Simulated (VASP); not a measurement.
Input of a VASP 6.6.1 run:

INCAR

```
SYSTEM = In2S
PREC = Accurate ; ENCUT = 520
EDIFF = 1E-6 ; ISMEAR = 0
SIGMA = 0.1 ; LREAL = .False.
LASPH = .True. ; NELM = 60
ALGO = Normal ; ISIF = 2
LWAVE = .False. ; LCHARG = .False.
GGA = PE ; NBANDS = 23
```

File KPOINTS:

```
Automatic mesh
0
Gamma
  6 6 4
  0 0 0
```

File POSCAR:

```
In2S
1.0
    5.0175437314      0.0000000000      0.0000000000
   -2.5087718657      4.3453203360      0.0000000000
    0.0000000000      0.0000000000      3.8075292511
In S
2 1
Direct
    0.3333333333      0.6666666667      0.4269475063
    0.6666666667      0.3333333333      0.4269475063
    0.0000000000      0.0000000000      0.7680107175
```

Potentials or basis: VASP PAW PBE potentials, release 64 (In_d, S).

Launch:

```console
$ cat potpaw_PBE.64/In_d/POTCAR potpaw_PBE.64/S/POTCAR > POTCAR
$ mpirun -np 1 vasp_std > vasp.out
```

Task: Estimate the pressure.

Result: 0.0 GPa.

Task: Estimate the band gap on the k mesh.

Result: Zero (bands 16 and 17 overlap by 0.01 eV).

Task: Estimate the largest force.

Result: 0.035 eV/Å.

Forces on the atoms (eV/Å):
```
In   0.000  0.000 -0.017
In   0.000  0.000 -0.017
S    0.000  0.000  0.035
```

Caveat: the k points lie up to 0.41 Å⁻¹ apart; spin-orbit coupling is left out, which moves the levels of the heavy elements.
